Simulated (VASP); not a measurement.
FeO: single point with PBEsol

Crystal: FeO.

```
Fe O
1.0
     1.53881    0.88843    2.55273
    -1.53881    0.88843    2.55273
     0.00000   -1.77686    2.55273
Fe O
1 1
Direct
  0.00000 0.00000 0.00000
  0.50000 0.50000 0.50000
```

* Program: VASP 6.6.1
* Task: single point
* Functional: PBEsol
* Potentials or basis: VASP PAW PBE potentials, release 64 (Fe, O)
* Cutoff: 520 eV
* k mesh: 11 × 11 × 11
* Occupations: fermi-dirac, width 0.05 eV
* Spin: collinear spin, ferromagnetic start
* Starting moments: [3.0, 0.0] μB
* Dipole correction: no
* Further INCAR settings: ALGO = Normal; EDIFF = 1e-06; NBANDS = 18

The pressure is -15.3 GPa. The band gap on the k mesh is zero (filled and empty bands overlap). The net moment is 4.00 μB per cell, the site moments are Fe +3.62; O +0.29 μB and the valence electrons inside the program's atomic spheres are Fe 6.67; O 4.94.

Stress tensor (GPa, compression positive):
```
-14.89   0.00   0.00
  0.00 -14.89   0.00
  0.00   0.00 -15.99
```

Levels at points of the mesh, in eV from the Fermi level:
Spin up:
```csv
k point,band 7,band 8,band 9,band 10,band 11,band 12
"(0.00, 0.00, 0.00)",-3.65,-3.65,-3.65,-0.25,15.07,16.23
```
Spin down:
| k point | band 3 | band 4 | band 5 | band 6 | band 7 | band 8 |
| --- | --- | --- | --- | --- | --- | --- |
| (0.00, 0.00, 0.00) | -3.08 | -3.08 | -0.74 | -0.66 | -0.66 | 0.14 |

It took 72 s on 1 thread of AMD EPYC 9R45 (Zen 5) (shared host), peak memory 0.18 GiB.

Caveat: the cell stands under tension; the PAW data sets were made with another functional, which shifts forces and pressure a little; a cell with one magnetic atom can't hold antiferromagnetic order, which such compounds often take; semilocal functionals often make such compounds metallic where correlation or magnetic order opens a gap, which also shifts bond lengths. With open d or f shells a metallic result of PBEsol can be an artefact of self-interaction; +U or a hybrid may open a gap.
